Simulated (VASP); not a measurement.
Al3Pd:

```
CELL_PARAMETERS angstrom
3.94691 0.00000 0.00000
0.00000 3.94691 0.00000
0.00000 0.00000 3.94691
ATOMIC_POSITIONS crystal
Al 0.00000 0.50000 0.50000
Al 0.50000 0.00000 0.50000
Al 0.50000 0.50000 0.00000
Pd 0.00000 0.00000 0.00000
```

Base run:

```yaml
Program: VASP 6.6.1
Functional: PBE
Potentials_or_basis: VASP PAW PBE potentials, release 64 (Al, Pd)
Cutoff: 520 eV
k_mesh: 8 × 8 × 8, shifted
Occupations: gaussian, width 0.1 eV
Spin: no spin polarisation
```

Its results: pressure 0.9 GPa.

**Question.** The run is repeated on the same cell with these changes: k mesh from 8 × 8 × 8, shifted to 6 × 6 × 6, shifted. What comes out?

**Answer.** Pressure 1.3 GPa.
